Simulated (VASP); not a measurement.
# SnSe2 (P-3m1) in VASP: single point with HSE06

Aim: the single point of SnSe2 with HSE06.

All numbers are computed with VASP 6.6.1; they aren't measurements. Logs are shortened: lines on timing, memory, paths and dates and some standing lists are left out, and cuts for length are marked.

### 1 The cell of the first run

It takes space group P-3m1 (No. 164, trigonal). The conventional cell has a = 3.811 Å, b = 3.811 Å, c = 6.136 Å, α = 90.00°, β = 90.00°, γ = 120.00°. Sn (site symmetry -3m) has 6 Se at 2.68 Å within 3.5 Å. Within 3.5 Å of Se (site symmetry 3m) lie 3 Sn at 2.68 Å.

### 2 Single point, HSE06

File POSCAR:

```
SnSe2
1.0
    3.8110000000      0.0000000000      0.0000000000
   -1.9055000000      3.3004228138      0.0000000000
    0.0000000000      0.0000000000      6.1360000000
Sn Se
1 2
Direct
    0.0000000000      0.0000000000      0.0000000000
    0.6666666667      0.3333333333      0.7510000000
    0.3333333333      0.6666666667      0.2490000000
```

File INCAR.step1:

```
SYSTEM = SnSe2
PREC = Accurate ; ENCUT = 400
EDIFF = 1E-5 ; ISMEAR = -1
SIGMA = 0.05 ; LREAL = .False.
LASPH = .True. ; NELM = 120
ALGO = Normal ; ISIF = 2
LWAVE = .True. ; LCHARG = .False.
GGA = PE ; NBANDS = 20
GGA_COMPAT = .False.
```

File INCAR.step2:

```
SYSTEM = SnSe2
PREC = Accurate ; ENCUT = 400
EDIFF = 1E-6 ; ISMEAR = -1
SIGMA = 0.05 ; LREAL = .False.
LASPH = .True. ; NELM = 120
ALGO = Normal ; ISIF = 2
LWAVE = .False. ; LCHARG = .False.
GGA = PE ; LHFCALC = .True.
HFSCREEN = 0.2079 ; PRECFOCK = Normal
ISTART = 1 ; NBANDS = 20
GGA_COMPAT = .False.
```

File KPOINTS:

```
regular mesh
0
Gamma
  4 4 3
  0 0 0
```

Potentials or basis: VASP PAW PBE potentials, release 64 (Sn_d, Se).

Run with:

```console
$ cat potpaw_PBE.64/Sn_d/POTCAR potpaw_PBE.64/Se/POTCAR > POTCAR
$ cp INCAR.step1 INCAR
$ mpirun -np 1 vasp_std > vasp.out
$ cp INCAR.step2 INCAR
$ mpirun -np 1 vasp_std > vasp.out
```

OUTCAR:

```text
SYSTEM = SnSe2
   PREC = Accurate
   ENCUT = 400
   EDIFF = 1E-6
   ISMEAR = -1
   LREAL = .False.
   LASPH = .True.
   NELM = 120
   ISIF = 2
   GGA = PE
   LHFCALC = .True.
   HFSCREEN = 0.2079
   PRECFOCK = Normal
   ISTART = 1

 ion  position               nearest neighbor table
   1  0.000  0.000  0.000-   2 2.68   3 2.68   3 2.68   2 2.68   2 2.68   3 2.68
   2  0.667  0.333  0.751-   1 2.68   1 2.68   1 2.68
   3  0.333  0.667  0.249-   1 2.68   1 2.68   1 2.68

  LATTYP: Found a hexagonal cell.
 ALAT       =     3.8110000000
 C/A-ratio  =     1.6100760955

  Lattice vectors:

 A1 = (   3.8110000000,   0.0000000000,   0.0000000000)
 A2 = (  -1.9055000000,   3.3004228138,   0.0000000000)
 A3 = (   0.0000000000,   0.0000000000,   6.1360000000)

Analysis of symmetry for initial positions (statically):
=====================================================================
 Subroutine PRICEL returns:
 Original cell was already a primitive cell.

 Routine SETGRP: Setting up the symmetry group for a
 hexagonal supercell.

 Subroutine GETGRP returns: Found 12 space group operations
 (whereof 12 operations were pure point group operations)
 out of a pool of 24 trial point group operations.

The static configuration has the point symmetry D_3d.

Analysis of symmetry for dynamics (positions and initial velocities):
=====================================================================
 Subroutine PRICEL returns:
 Original cell was already a primitive cell.

 Routine SETGRP: Setting up the symmetry group for a
 hexagonal supercell.

 Subroutine GETGRP returns: Found 12 space group operations
 (whereof 12 operations were pure point group operations)
 out of a pool of 24 trial point group operations.

The dynamic configuration has the point symmetry D_3d.

 Subroutine INISYM returns: Found 12 space group operations
 (whereof 12 operations are pure point group operations),
 and found     1 'primitive' translations

----------------------------------------------------------------------------------------

                                     Primitive cell

  volume of cell :      77.1781

  direct lattice vectors                    reciprocal lattice vectors
     3.811000000  0.000000000  0.000000000     0.262398321  0.151495741  0.000000000
    -1.905500000  3.300422814  0.000000000     0.000000000  0.302991482  0.000000000
     0.000000000  0.000000000  6.136000000     0.000000000  0.000000000  0.162972621

  length of vectors
     3.811000000  3.811000000  6.136000000     0.302991482  0.302991482  0.162972621

  position of ions in fractional coordinates (direct lattice)
     0.000000000  0.000000000  0.000000000
     0.666666667  0.333333333  0.751000000
     0.333333333  0.666666667  0.249000000

  ion indices of the primitive-cell ions
   primitive index   ion index
                 1           1
                 2           2
                 3           3

----------------------------------------------------------------------------------------

 KPOINTS: regular mesh

Automatic generation of k-mesh.
 Grid dimensions read from file:
 generate k-points for:    4    4    3

 Generating k-lattice:

  Cartesian coordinates                     Fractional coordinates (reciprocal lattice)
     0.065599580  0.037873935  0.000000000     0.250000000  0.000000000  0.000000000
     0.000000000  0.075747871  0.000000000     0.000000000  0.250000000  0.000000000
     0.000000000  0.000000000  0.054324207     0.000000000  0.000000000  0.333333333

  Length of vectors
     0.075747871  0.075747871  0.054324207

  Shift w.r.t. Gamma in fractional coordinates (k-lattice)
     0.000000000  0.000000000  0.000000000

 Subroutine IBZKPT returns following result:
 ===========================================

 Found      9 irreducible k-points:

 Following reciprocal coordinates:
            Coordinates               Weight
  0.000000  0.000000  0.000000      1.000000
  0.250000 -0.000000  0.000000      6.000000
  0.500000 -0.000000  0.000000      3.000000
  0.250000  0.250000  0.000000      6.000000
  0.000000  0.000000  0.333333      2.000000
  0.250000 -0.000000  0.333333      6.000000
  0.000000  0.250000  0.333333      6.000000
  0.500000 -0.000000  0.333333      6.000000
  0.250000  0.250000  0.333333     12.000000
   k-points           NKPTS =      9   k-points in BZ     NKDIM =     48   number of bands    NBANDS=     20
   number of dos      NEDOS =    301   number of ions     NIONS =      3
   total plane-waves  NPLWV =  31360
   dimension x,y,z NGX =    28 NGY =   28 NGZ =   40
   dimension x,y,z NGXF=    56 NGYF=   56 NGZF=   80
   ions per type =               1   2
   NGX,Y,Z   is equivalent  to a cutoff of  12.21, 12.21, 10.84 a.u.
   NGXF,Y,Z  is equivalent  to a cutoff of  24.43, 24.43, 21.67 a.u.
 SYSTEM =  SnSe2
   PREC   = accura    normal or accurate (medium, high low for compatibility)
   ISTART =      1    job   : 0-new  1-cont  2-samecut
   ICHARG =      0    charge: 1-file 2-atom 10-const
   ISPIN  =      1    spin polarized calculation?
   LNONCOLLINEAR =      F non collinear calculations
   LSORBIT =      F    spin-orbit coupling
   LASPH  =      T    aspherical Exc in radial PAW
   ENCUT  =  400.0 eV  29.40 Ry    5.42 a.u.   6.21  6.21 10.01*2*pi/ulx,y,z
   NELM   =    120;   NELMIN=  2; NELMDL=  0     # of ELM steps
   EDIFF  = 0.1E-05   stopping-criterion for ELM
   LREAL  =      F    real-space projection
   EDIFFG = 0.1E-04   stopping-criterion for IOM
   NSW    =      0    number of steps for IOM
   IBRION =     -1    ionic relax: 0-MD 1-quasi-New 2-CG
   NFREE  =      0    steps in history (QN), initial steepest desc. (CG)
   ISIF   =      2    stress and relaxation
   ISYM   =      3    0-nonsym 1-usesym 2-fastsym
   POTIM  = 0.5000    time-step for ionic-motion
   TEBEG  =    0.0;   TEEND  =   0.0 temperature during run
   PSTRESS=    0.0 pullay stress
   NELECT =      26.0000    total number of electrons
   NUPDOWN=      -1.0000    fix difference up-down
   EMIN   =  10.00;   EMAX   =-10.00  energy-range for DOS
   EFERMI =   0.00;   METHOD = LEGACY
   ISMEAR =    -1;   SIGMA  =   0.05  broadening in eV -4-tet -1-fermi 0-gaus
   EFERMI_NEDOS =   21; number of points for ismear=-14 and -15
   IALGO  =     38    algorithm
   IMIX   =      1    mixing-type and parameters
     AMIX     =   0.40;   BMIX     =  1.00
     AMIX_MAG =   1.60;   BMIX_MAG =  1.00
  volume/ion in A,a.u.               =      25.73       173.61
  Fermi-wavevector in a.u.,A,eV,Ry     =   1.139116  2.152617 17.654722  1.297585
  Thomas-Fermi vector in A             =   2.275820
   LORBIT       =      0    0 simple, 1 ext, 2 COOP (PROOUT), +10 PAW based schemes
   GGA     = PE    functional components
   LHFCALC =     T    Hartree Fock is set to
   PRECFOCK=normal    Normal, Fast or Accurate (Low or Medium for compatibility)
   ENCUT4O =  -1.0   cutoff for four orbital integrals eV
   NKREDX  =     1    reduce k-point grid by
   NKREDY  =     1    reduce k-point grid by
   NKREDZ  =     1    reduce k-point grid by
   AEXX    =    0.2500 exact exchange contribution
   HFSCREEN=    0.2079 screening length (either q_TF or 0.3 A-1)
   HFSCREENC=   0.2079 screening length for correlation (either q_TF or 0.3 A-1)
   ENCUTFOCK=  -1.0 apply spherical cutoff to Coloumb kernel
   IVDW    =     0    specifies the selected vdW correction
   LEPSILON=     F    determine dielectric tensor
   LRPA    =     F    only Hartree local field effects (RPA)
 non-spin polarized calculation
  energy-cutoff  :      400.00
  volume of cell :       77.18
 maximum number of plane-waves:      1418
 NGX is ok and might be reduce to    28
  NGX = 20; NGY = 20; NGZ = 32

 number of electron      26.0000016 magnetization

 Free energy of the ion-electron system (eV)
  ---------------------------------------------------
  ext. energy  EPLUGINS =         0.00000000
  ---------------------------------------------------
  free energy    TOTEN  =       -14.43290791 eV

  energy without entropy =      -14.43290783  energy(sigma->0) =      -14.43290787

 E-fermi :   4.3240     XC(G=0):  -7.8501

 val. band max:        3.6031430433   @ k =   0.0000   0.0000   0.0000
 cond. band min:       5.0985497401   @ k =   0.5000  -0.0000   0.3333
 fundamental gap:      1.4954066968
 Fermi energy:         4.3239736309

 k-point     1 :       0.0000    0.0000    0.0000
  band No.  band energies     occupation
      1     -19.6986      2.00000
      2     -19.6986      2.00000
      3     -19.6455      2.00000
      4     -19.6277      2.00000
      5     -19.6277      2.00000
      6     -11.6820      2.00000
[... 12 lines left out ...]
     19      13.5825      0.00000
     20      13.5825      0.00000

 k-point     2 :       0.2500   -0.0000    0.0000
  band No.  band energies     occupation
      1     -19.7315      2.00000
      2     -19.6874      2.00000
      3     -19.6406      2.00000
      4     -19.6248      2.00000
      5     -19.6169      2.00000
      6     -11.0180      2.00000
[... 12 lines left out ...]
     19      12.8259      0.00000
     20      14.3280      0.00000

 k-point     3 :       0.5000   -0.0000    0.0000
  band No.  band energies     occupation
      1     -19.7658      2.00000
      2     -19.6832      2.00000
      3     -19.6492      2.00000
      4     -19.6069      2.00000
      5     -19.5989      2.00000
      6      -9.8447      2.00000
[... 12 lines left out ...]
     19      14.7782      0.00000
     20      15.4145      0.00000

 k-point     4 :       0.2500    0.2500    0.0000
  band No.  band energies     occupation
      1     -19.7429      2.00000
      2     -19.7030      2.00000
      3     -19.6326      2.00000
      4     -19.6223      2.00000
      5     -19.6037      2.00000
      6      -9.9544      2.00000
[... 84 lines left out ...]
 k-point     8 :       0.5000   -0.0000    0.3333
  band No.  band energies     occupation
      1     -19.7660      2.00000
      2     -19.6832      2.00000
      3     -19.6492      2.00000
      4     -19.6068      2.00000
      5     -19.5989      2.00000
      6      -9.7686      2.00000
[... 12 lines left out ...]
     19      14.1282      0.00000
     20      16.3655      0.00000

 k-point     9 :       0.2500    0.2500    0.3333
  band No.  band energies     occupation
      1     -19.7430      2.00000
      2     -19.7031      2.00000
      3     -19.6326      2.00000
      4     -19.6223      2.00000
      5     -19.6037      2.00000
      6      -9.8680      2.00000
[... 12 lines left out ...]
     19      12.2941      0.00000
     20      14.1258      0.00000

------------------------ aborting loop because EDIFF is reached ----------------------------------------

  FORCE on cell =-STRESS in cart. coord.  units (eV):
  Direction    XX          YY          ZZ          XY          YZ          ZX
  --------------------------------------------------------------------------------------
  -------------------------------------------------------------------------------------
  Total        1.3275028      1.3275028      1.5832562     -0.0000000      0.0000000      0.0000000
  in kB       27.5582829     27.5582829     32.8675935     -0.0000000      0.0000000      0.0000000
  external PRESSURE =      29.3280531 kB  Pullay stress =       0.0000000 kB

 VOLUME and BASIS-vectors are now :
 -----------------------------------------------------------------------------
  energy-cutoff  :      400.00
  volume of cell :       77.18
      direct lattice vectors                 reciprocal lattice vectors
     3.811000000  0.000000000  0.000000000     0.262398321  0.151495741  0.000000000
    -1.905500000  3.300422814  0.000000000     0.000000000  0.302991482  0.000000000
     0.000000000  0.000000000  6.136000000     0.000000000  0.000000000  0.162972621

 POSITION                                       TOTAL-FORCE (eV/Angst)
 -----------------------------------------------------------------------------------
      0.00000      0.00000      0.00000        -0.000000      0.000000      0.000000
      1.90550      1.10014      4.60814         0.000000     -0.000000     -0.253414
     -0.00000      2.20028      1.52786        -0.000000      0.000000      0.253414
 -----------------------------------------------------------------------------------
    total drift:                               -0.000000      0.000000     -0.000001

  FREE ENERGIE OF THE ION-ELECTRON SYSTEM (eV)
  ---------------------------------------------------
  free  energy   TOTEN  =       -14.4329079053 eV

  energy  without entropy=      -14.4329078277  energy(sigma->0) =      -14.43290787
```

Wall time 19 min (1 thread of Intel Xeon 8259CL, shared host); peak memory 0.29 GiB.

Results:

* Free energy: -14.4329 eV
* Pressure: 2.9 GPa
* Largest force: 0.253 eV/Å
* Band gap on the k mesh: 1.50 eV (least direct gap 1.92 eV)

Forces on the atoms (eV/Å):
```
Sn   0.000  0.000  0.000
Se   0.000  0.000 -0.253
Se   0.000  0.000  0.253
```

Levels at points of the mesh, in eV from the valence-band top:
| k point | band 10 | band 11 | band 12 | band 13 | band 14 | band 15 | band 16 | band 17 |
| --- | --- | --- | --- | --- | --- | --- | --- | --- |
| (0.00, 0.00, 0.00) | -0.74 | -0.37 | -0.37 | 0.00 | 1.92 | 3.82 | 5.62 | 5.62 |
| (0.50, 0.00, 0.00) | -3.15 | -2.89 | -1.21 | -0.29 | 1.84 | 4.71 | 6.33 | 6.51 |

Caveat: the k points lie up to 0.48 Å⁻¹ apart; the PAW data sets were made with another functional, which shifts forces and pressure a little; spin-orbit coupling is left out, which moves the levels of the heavy elements; an odd mesh through Γ misses points on the zone boundary, where band edges can lie; this functional lacks dispersion, which binds the layers, so the pressure and a relaxed spacing across them are unreliable.
